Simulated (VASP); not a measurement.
# Mg6HO6 in VASP: single point with LDA

Aim: the single point of Mg6HO6 with LDA.

All numbers are computed with VASP 6.6.1; they aren't measurements. Logs are shortened: lines on timing, memory, paths and dates and some standing lists are left out, and cuts for length are marked.

**1. The cell of the first run**

The cell holds a slab with vacuum, 26 atoms: a = 6.034 Å, b = 6.034 Å, c = 18.158 Å, α = 90.00°, β = 90.00°, γ = 60.00°.

**2. Single point, LDA**

INCAR

```
SYSTEM = Mg6HO6
  ALGO = Normal
  EDIFF = 1E-6
  ENCUT = 520
  GGA = CA
  ISIF = 2
  ISMEAR = 0
  LASPH = .True.
  LCHARG = .True.
  LELF = .True.
  LREAL = Auto
  LVHAR = .True.
  LWAVE = .False.
  NBANDS = 68
  NELM = 60
  PREC = Accurate
  SIGMA = 0.02
```

KPOINTS

```
k-points
0
Gamma
  2 2 1
  0 0 0
```

POSCAR

```
Mg6HO6
1.0
    6.0337420000      0.0000000000      0.0000000000
    3.0168710000      5.2253740000      0.0000000000
    0.0000000000      0.0000000000     18.1581620000
Mg O H
12 12 2
Direct
    0.0000000000      0.0000000000      0.0550716532
    0.0000000829      0.5000000000      0.0550716532
    0.5000000000      0.0000000000      0.0550716532
    0.5000000829      0.5000000000      0.0550716532
    0.6654629253      0.6690217772      0.1967624807
    0.6675001439      0.1650012037      0.1952194831
    0.1655167053      0.6690242651      0.1967596720
    0.1674679313      0.1650775619      0.1952190425
    0.3337141250      0.3325999249      0.3264852467
    0.3353877803      0.8291450526      0.3317235522
    0.8336387194      0.3325899735      0.3264846409
    0.8354866944      0.8289661180      0.3316537213
    0.3333334481      0.8333332695      0.1228996635
    0.3333333652      0.3333332695      0.1228996635
    0.8333334481      0.8333332695      0.1228996635
    0.8333333652      0.3333332695      0.1228996635
    1.0013157369      0.4973766471      0.2509998534
    0.9982412127      0.0035802222      0.2524688347
    0.5013525219      0.4972951218      0.2510160995
    0.4981989692      0.0035811791      0.2524750027
    0.6667735438      0.1663808179      0.3774301055
    0.6716439275      0.6566349126      0.3755955036
    0.1666677415      0.1665871189      0.3774538965
    0.1716589380      0.6566211337      0.3755837733
    0.1555568548      0.1888287805      0.4303471354
   -0.3438067301      0.1875695405      0.4303576540
```

Potentials or basis: VASP PAW LDA potentials, release 64 (Mg, O, H).

Run with:

```sh
> cat potpaw_LDA.64/Mg/POTCAR potpaw_LDA.64/O/POTCAR potpaw_LDA.64/H/POTCAR > POTCAR
> mpirun -np 1 vasp_std > vasp.out
```

OUTCAR:

```text
SYSTEM = Mg6HO6
   EDIFF = 1E-6
   ENCUT = 520
   GGA = CA
   ISIF = 2
   ISMEAR = 0
   LASPH = .True.
   LREAL = Auto
   NELM = 60
   PREC = Accurate

 ion  position               nearest neighbor table
   1  0.000  0.000  0.055-  16 2.13  15 2.13  13 2.13   4 3.02   2 3.02   3 3.02   3 3.02   2 3.02
                             4 3.02   6 3.08   8 3.08   7 3.10
   2  0.000  0.500  0.055-  15 2.13  14 2.13  16 2.13   1 3.02   3 3.02   4 3.02   4 3.02   3 3.02
                             1 3.02   8 3.09   7 3.11   5 3.11
   3  0.500  0.000  0.055-  14 2.13  13 2.13  15 2.13   2 3.02   4 3.02   1 3.02   1 3.02   4 3.02
                             2 3.02   6 3.08   8 3.08   5 3.10
   4  0.500  0.500  0.055-  13 2.13  16 2.13  14 2.13   3 3.02   1 3.02   2 3.02   2 3.02   1 3.02
                             3 3.02   6 3.09   7 3.11   5 3.11
   5  0.665  0.669  0.197-  17 2.01  19 2.01  20 2.02  13 2.19  15 2.19  16 2.21  11 2.94  12 3.00
                            10 3.00   6 3.00   8 3.00   7 3.02   7 3.02   8 3.03   6 3.04   3 3.10
   6  0.668  0.165  0.195-  19 2.01  20 2.02  18 2.02  15 2.17  16 2.18  14 2.18  11 2.95   9 2.95
                             7 3.00   5 3.00   8 3.02   8 3.02   5 3.04   7 3.04  12 3.04   1 3.08
   7  0.166  0.669  0.197-  17 2.01  19 2.01  18 2.02  13 2.19  15 2.19  14 2.21   9 2.94  12 3.00
                            10 3.00   6 3.00   8 3.00   5 3.02   5 3.02   8 3.03   6 3.04   1 3.10
   8  0.167  0.165  0.195-  17 2.01  18 2.02  20 2.02  13 2.17  14 2.18  16 2.18   9 2.95  11 2.95
                             5 3.00   7 3.00   6 3.02   6 3.02   7 3.03   5 3.03  10 3.04   3 3.08
   9  0.334  0.333  0.326-  24 1.91  21 1.97  23 1.97  20 2.18  19 2.21  17 2.21   7 2.94   8 2.95
                             6 2.95  12 3.00  10 3.00  11 3.02  11 3.02  10 3.03  12 3.03
  10  0.335  0.829  0.332-  24 1.93  22 1.93  23 1.95  19 2.27  18 2.28  20 2.28   7 3.00   5 3.00
                             9 3.00  11 3.00  12 3.02  12 3.02  11 3.03   9 3.03   8 3.04
  11  0.834  0.333  0.326-  22 1.91  23 1.97  21 1.97  18 2.18  19 2.21  17 2.21   5 2.94   6 2.95
                             8 2.95  12 3.00  10 3.00   9 3.02   9 3.02  10 3.03  12 3.03
  12  0.835  0.829  0.332-  24 1.93  22 1.93  21 1.95  17 2.27  20 2.27  18 2.28   5 3.00   7 3.00
                             9 3.00  11 3.00  10 3.02  10 3.02  11 3.03   9 3.03   6 3.04
  13  0.333  0.833  0.123-   4 2.13   3 2.13   1 2.13   8 2.17   7 2.19   5 2.19
  14  0.333  0.333  0.123-   3 2.13   2 2.13   4 2.13   8 2.18   6 2.18   7 2.21
  15  0.833  0.833  0.123-   2 2.13   1 2.13   3 2.13   6 2.17   7 2.19   5 2.19
  16  0.833  0.333  0.123-   1 2.13   4 2.13   2 2.13   8 2.18   6 2.18   5 2.21
  17  0.001  0.497  0.251-   8 2.01   5 2.01   7 2.01   9 2.21  11 2.21  12 2.27
  18  0.998  0.004  0.252-   8 2.02   6 2.02   7 2.02  11 2.18  10 2.28  12 2.28
  19  0.501  0.497  0.251-   6 2.01   5 2.01   7 2.01  11 2.21   9 2.21  10 2.27
  20  0.498  0.004  0.252-   6 2.02   8 2.02   5 2.02   9 2.18  12 2.27  10 2.28
  21  0.667  0.166  0.377-  26 0.97  12 1.95   9 1.97  11 1.97
  22  0.672  0.657  0.376-  11 1.91  10 1.93  12 1.93
  23  0.167  0.167  0.377-  25 0.97  10 1.95  11 1.97   9 1.97
  24  0.172  0.657  0.376-   9 1.91  10 1.93  12 1.93
  25  0.156  0.189  0.430-  23 0.97
  26  0.656  0.188  0.430-  21 0.97

  LATTYP: Found a hexagonal cell.
 ALAT       =     6.0337421283
 C/A-ratio  =     3.0094362029

  Lattice vectors:

 A1 = (  -3.0168710000,  -5.2253740000,   0.0000000000)
 A2 = (   6.0337420000,   0.0000000000,   0.0000000000)
 A3 = (   0.0000000000,   0.0000000000,  18.1581620000)

Analysis of symmetry for initial positions (statically):
=====================================================================
 Subroutine PRICEL returns:
 Original cell was already a primitive cell.

 Routine SETGRP: Setting up the symmetry group for a
 hexagonal supercell.

 Subroutine GETGRP returns: Found  1 space group operations
 (whereof  1 operations were pure point group operations)
 out of a pool of 24 trial point group operations.

The static configuration has the point symmetry C_1 .

Analysis of symmetry for dynamics (positions and initial velocities):
=====================================================================
 Subroutine PRICEL returns:
 Original cell was already a primitive cell.

 Routine SETGRP: Setting up the symmetry group for a
 hexagonal supercell.

 Subroutine GETGRP returns: Found  1 space group operations
 (whereof  1 operations were pure point group operations)
 out of a pool of 24 trial point group operations.

The dynamic configuration has the point symmetry C_1 .

 Subroutine INISYM returns: Found  1 space group operations
 (whereof  1 operations are pure point group operations),
 and found     1 'primitive' translations

[... 79 lines left out ...]
 Generating k-lattice:

  Cartesian coordinates                     Fractional coordinates (reciprocal lattice)
     0.082867315 -0.047843465  0.000000000     0.500000000  0.000000000  0.000000000
     0.000000000  0.095686931  0.000000000     0.000000000  0.500000000  0.000000000
     0.000000000  0.000000000  0.055071653     0.000000000  0.000000000  1.000000000

  Length of vectors
     0.095686933  0.095686931  0.055071653

  Shift w.r.t. Gamma in fractional coordinates (k-lattice)
     0.000000000  0.000000000  0.000000000

 Subroutine IBZKPT returns following result:
 ===========================================

 Found      4 irreducible k-points:

 Following reciprocal coordinates:
            Coordinates               Weight
  0.000000  0.000000  0.000000      1.000000
  0.500000 -0.000000  0.000000      1.000000
  0.500000  0.500000  0.000000      1.000000
  0.000000  0.500000  0.000000      1.000000
   k-points           NKPTS =      4   k-points in BZ     NKDIM =      4   number of bands    NBANDS=     68
   number of dos      NEDOS =    301   number of ions     NIONS =     26
   total plane-waves  NPLWV = 322560
   dimension x,y,z NGX =    48 NGY =   48 NGZ =  140
   dimension x,y,z NGXF=    96 NGYF=   96 NGZF=  280
   ions per type =              12  12   2
   NGX,Y,Z   is equivalent  to a cutoff of  13.23, 13.23, 12.82 a.u.
   NGXF,Y,Z  is equivalent  to a cutoff of  26.45, 26.45, 25.64 a.u.
 SYSTEM =  Mg6HO6
   PREC   = accura    normal or accurate (medium, high low for compatibility)
   ISTART =      0    job   : 0-new  1-cont  2-samecut
   ICHARG =      2    charge: 1-file 2-atom 10-const
   ISPIN  =      1    spin polarized calculation?
   LNONCOLLINEAR =      F non collinear calculations
   LSORBIT =      F    spin-orbit coupling
   LASPH  =      T    aspherical Exc in radial PAW
   ENCUT  =  520.0 eV  38.22 Ry    6.18 a.u.  11.22 11.22 33.76*2*pi/ulx,y,z
   NELM   =     60;   NELMIN=  2; NELMDL= -5     # of ELM steps
   EDIFF  = 0.1E-05   stopping-criterion for ELM
   LREAL  =      T    real-space projection
   EDIFFG = 0.1E-04   stopping-criterion for IOM
   NSW    =      0    number of steps for IOM
   IBRION =     -1    ionic relax: 0-MD 1-quasi-New 2-CG
   NFREE  =      0    steps in history (QN), initial steepest desc. (CG)
   ISIF   =      2    stress and relaxation
   ISYM   =      2    0-nonsym 1-usesym 2-fastsym
   POTIM  = 0.5000    time-step for ionic-motion
   TEBEG  =    0.0;   TEEND  =   0.0 temperature during run
   PSTRESS=    0.0 pullay stress
   NELECT =      98.0000    total number of electrons
   NUPDOWN=      -1.0000    fix difference up-down
   EMIN   =  10.00;   EMAX   =-10.00  energy-range for DOS
   EFERMI =   0.00;   METHOD = LEGACY
   ISMEAR =     0;   SIGMA  =   0.02  broadening in eV -4-tet -1-fermi 0-gaus
   EFERMI_NEDOS =   21; number of points for ismear=-14 and -15
   IALGO  =     38    algorithm
   IMIX   =      4    mixing-type and parameters
     AMIX     =   0.40;   BMIX     =  1.00
     AMIX_MAG =   1.60;   BMIX_MAG =  1.00
  volume/ion in A,a.u.               =      22.02       148.59
  Fermi-wavevector in a.u.,A,eV,Ry     =   0.908988  1.717738 11.241941  0.826259
  Thomas-Fermi vector in A             =   2.032979
   LORBIT       =      0    0 simple, 1 ext, 2 COOP (PROOUT), +10 PAW based schemes
   GGA     = CA    functional components
   LHFCALC =     F    Hartree Fock is set to
   AEXX    =    0.0000 exact exchange contribution
   IVDW    =     0    specifies the selected vdW correction
   LEPSILON=     F    determine dielectric tensor
   LRPA    =     F    only Hartree local field effects (RPA)
 non-spin polarized calculation
 Gauss-broadening in eV      SIGMA  =   0.02
  energy-cutoff  :      520.00
  volume of cell :      572.50
 maximum number of plane-waves:     15487
 NGX is ok and might be reduce to    48
   NGX = 23   NGY = 23   NGZ = 67

 number of electron      98.0000010 magnetization

 Free energy of the ion-electron system (eV)
  ---------------------------------------------------
  ext. energy  EPLUGINS =         0.00000000
  ---------------------------------------------------
  free energy    TOTEN  =      -153.18758205 eV

  energy without entropy =     -153.17173570  energy(sigma->0) =     -153.17965888

 E-fermi :  -1.7485     XC(G=0):  -5.8091

 val. band max:       -1.7534098634   @ k =   0.5000   0.5000   0.0000
 cond. band min:      -1.7125182165   @ k =   0.0000   0.0000   0.0000
 fundamental gap:      0.0408916469
 Fermi energy:        -1.7484557583

 k-point     1 :       0.0000    0.0000    0.0000
  band No.  band energies     occupation
      1     -19.8084      2.00000
      2     -19.6361      2.00000
      3     -19.3256      2.00000
      4     -18.9003      2.00000
      5     -18.8989      2.00000
      6     -18.8972      2.00000
[... 245 lines left out ...]
     60       5.0502      0.00000
     61       5.1771      0.00000
 [bands above 61 left out]

------------------------ aborting loop because EDIFF is reached ----------------------------------------

  FORCE on cell =-STRESS in cart. coord.  units (eV):
  Direction    XX          YY          ZZ          XY          YZ          ZX
  --------------------------------------------------------------------------------------
  -------------------------------------------------------------------------------------
  Total       -5.2628584     -2.4759045     -9.5317562      0.0016572      0.0077127      0.0023033
  in kB      -14.7284237     -6.9289665    -26.6751890      0.0046378      0.0215844      0.0064460
  external PRESSURE =     -16.1108597 kB  Pullay stress =       0.0000000 kB

 VOLUME and BASIS-vectors are now :
 -----------------------------------------------------------------------------
  energy-cutoff  :      520.00
  volume of cell :      572.50
      direct lattice vectors                 reciprocal lattice vectors
     6.033742000  0.000000000  0.000000000     0.165734630 -0.095686931  0.000000000
     3.016871000  5.225374000  0.000000000     0.000000000  0.191373861  0.000000000
     0.000000000  0.000000000 18.158162000     0.000000000  0.000000000  0.055071653

 POSITION                                       TOTAL-FORCE (eV/Angst)
 -----------------------------------------------------------------------------------
      0.00000      0.00000      1.00000         0.000014     -0.033097      1.666891
      1.50844      2.61269      1.00000        -0.000037      0.035488      1.738367
      3.01687      0.00000      1.00000        -0.000024     -0.033142      1.666811
      4.52531      2.61269      1.00000         0.000008      0.035242      1.738144
      6.03358      3.49589      3.57285        -0.000036      0.000353     -0.031391
      4.52531      0.86219      3.54483         0.000103      0.003432     -0.031095
[... 18 lines left out ...]
      1.50826      0.98670      7.81431         0.000027      0.019783      0.170883
      4.52517      0.98012      7.81450         0.000030      0.021571      0.171405
 -----------------------------------------------------------------------------------
    total drift:                                0.000372     -0.007163      0.022838

  FREE ENERGIE OF THE ION-ELECTRON SYSTEM (eV)
  ---------------------------------------------------
  free  energy   TOTEN  =      -153.1875820496 eV

  energy  without entropy=     -153.1717357024  energy(sigma->0) =     -153.17965888
```

It took 9.2 min on 1 thread of Intel Xeon Platinum 8375C at 2.90GHz (Ice Lake), shared host; peak memory 0.52 GiB.

Results:

| Quantity | Value |
| --- | --- |
| Free energy | -153.1876 eV |
| Largest force | 1.739 eV/Å |
| Band gap on the k mesh | zero (bands 49 and 50 overlap by 0.04 eV) |

Forces in eV/Å, atoms in the order of the input:
```
Mg   0.000 -0.033  1.667
Mg   0.000  0.035  1.738
Mg   0.000 -0.033  1.667
Mg   0.000  0.035  1.738
Mg   0.000  0.000 -0.031
Mg   0.000  0.003 -0.031
Mg   0.000  0.000 -0.031
Mg   0.000  0.001 -0.031
Mg   0.000 -0.039 -0.062
Mg   0.002  0.034 -0.074
Mg   0.000 -0.036 -0.061
Mg  -0.001  0.035 -0.074
O    0.000  0.015 -1.543
O    0.000 -0.016 -1.694
O    0.000  0.016 -1.543
O    0.000 -0.016 -1.694
O    0.000  0.004  0.031
O   -0.001 -0.001  0.028
O    0.000  0.003  0.030
O    0.000 -0.002  0.027
O    0.000 -0.022 -0.196
O    0.001 -0.003 -0.005
O    0.001 -0.021 -0.196
O    0.000 -0.002 -0.003
H    0.000  0.020  0.171
H    0.000  0.022  0.171
```

Caveat: the k points lie up to 0.60 Å⁻¹ apart.
